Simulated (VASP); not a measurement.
Write the native input for VASP 6.6.1 that does the following.

* Task: single point
* Functional: r2SCAN
* Potentials or basis: VASP PAW PBE potentials, release 64 (Si, Hf_pv, O)
* Cutoff: 520 eV
* k mesh: 6 × 4 × 4
* Occupations: fermi-dirac, width 0.02 eV
* Spin: no spin polarisation
* Dipole correction: no
* Further INCAR settings: ALGO = Normal; EDIFF = 1e-06; NBANDS = 47

HfSi3O8:

```
CELL_PARAMETERS angstrom
3.44436 0.00000 0.00000
0.00000 5.81490 0.00000
0.00000 0.00000 5.82182
ATOMIC_POSITIONS crystal
Si 0.50000 0.25220 0.55689
Si 0.50000 0.74780 0.55689
Si 0.00000 0.50000 0.92735
Hf 0.00000 0.00000 0.96959
O 0.50000 0.00000 0.39591
O 0.00000 0.29092 0.11387
O 0.00000 0.26266 0.65587
O 0.50000 0.00000 0.79909
O 0.50000 0.50000 0.41661
O 0.00000 0.70908 0.11387
O 0.00000 0.73734 0.65587
O 0.50000 0.50000 0.83819
```

One way to write it, as run:

POSCAR

```
HfSi3O8
1.0
    3.4443580527      0.0000000000      0.0000000000
    0.0000000000      5.8149008426      0.0000000000
    0.0000000000      0.0000000000      5.8218175040
Si Hf O
3 1 8
Direct
    0.5000000000      0.2521999545      0.5568878423
    0.5000000000      0.7478000455      0.5568878423
    0.0000000000      0.5000000000     -0.0726470622
    0.0000000000      0.0000000000     -0.0304067249
    0.5000000000      0.0000000000      0.3959134569
    0.0000000000      0.2909228685      0.1138741470
    0.0000000000      0.2626586962      0.6558661682
    0.5000000000      0.0000000000      0.7990882505
    0.5000000000      0.5000000000      0.4166062207
    0.0000000000      0.7090771315      0.1138741470
    0.0000000000      0.7373413038      0.6558661682
    0.5000000000      0.5000000000      0.8381895439
```

INCAR.step1

```
ALGO = Normal ; EDIFF = 1E-4
ENCUT = 520 ; GGA = PE
ISMEAR = -1 ; LASPH = True
LCHARG = False ; LREAL = False
LWAVE = True ; NBANDS = 47
NELM = 80 ; PREC = Accurate
SIGMA = 0.02
```

INCAR.step2

```
ALGO = Normal ; EDIFF = 1E-6
ENCUT = 520 ; ISIF = 2
ISMEAR = -1 ; ISTART = 1
LASPH = True ; LCHARG = True
LELF = True ; LMIXTAU = True
LREAL = False ; LVHAR = True
LWAVE = False ; METAGGA = R2SCAN
NBANDS = 47 ; NELM = 80
PREC = Accurate ; SIGMA = 0.02
```

KPOINTS

```
k-points
0
Gamma
  6 4 4
```

Potentials or basis: VASP PAW PBE potentials, release 64 (Si, Hf_pv, O).

Launch:

```bash
$ cat potpaw_PBE.64/Si/POTCAR potpaw_PBE.64/Hf_pv/POTCAR potpaw_PBE.64/O/POTCAR > POTCAR
$ cp INCAR.step1 INCAR
$ mpirun -np 1 vasp_std > vasp.out
$ cp INCAR.step2 INCAR
$ mpirun -np 1 vasp_std > vasp.out
```

It gave:

```yaml
Pressure: -0.5 GPa
Largest_force: 0.222 eV/Å
Band_gap_on_the_k_mesh: 4.64 eV (least direct gap 4.92 eV)
```

Caveat: the PAW data sets were made with another functional, which shifts forces and pressure a little; spin-orbit coupling is left out, which moves the levels of the heavy elements.

It took 5.6 min on 1 thread of Intel(R) Xeon(R) 6975P-C (Granite Rapids), with other jobs on the host, peak memory 0.35 GiB.
